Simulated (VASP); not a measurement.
Input of a VASP 6.6.1 run:

File POSCAR:

```
Pt
1.0
   -1.5981786047      1.5981786047      1.5981786047
    1.5981786047     -1.5981786047      1.5981786047
    1.5981786047      1.5981786047     -1.5981786047
Pt
1
Direct
    0.0000000000      0.0000000000      0.0000000000
```

INCAR.step1

```
ALGO = Normal
EDIFF = 1E-5
ENCUT = 550
GGA = PE
GGA_COMPAT = F
ISMEAR = 1
LASPH = T
LCHARG = F
LREAL = F
LWAVE = T
NBANDS = 11
NELM = 120
PREC = Accurate
SIGMA = 0.1
```

The input INCAR.step2:

```
ALGO = Normal
EDIFF = 1E-6
ENCUT = 550
GGA_COMPAT = F
ISIF = 2
ISMEAR = 1
ISTART = 1
LASPH = T
LCHARG = T
LELF = T
LMIXTAU = T
LREAL = F
LVHAR = T
LWAVE = F
METAGGA = R2SCAN
NBANDS = 11
NELM = 120
PREC = Accurate
SIGMA = 0.1
```

KPOINTS

```
k-points
0
Gamma
  13 13 13
```

Potentials or basis: VASP PAW PBE potentials, release 64 (Pt).

Run with:

```bash
$ cat potpaw_PBE.64/Pt/POTCAR > POTCAR
$ cp INCAR.step1 INCAR
$ mpirun -np 1 vasp_std > vasp.out
$ cp INCAR.step2 INCAR
$ mpirun -np 1 vasp_std > vasp.out
```

**Question.** Estimate the band gap on the k mesh.

**Answer.** Zero (band 5 reaches 10.29 eV, above the bottom of band 6 at 8.19 eV).

**Question.** Estimate the pressure.

**Answer.** -11.5 GPa.

Caveat: the PAW data sets were made with another functional, which shifts forces and pressure a little; spin-orbit coupling is left out, which moves the levels of the heavy elements.
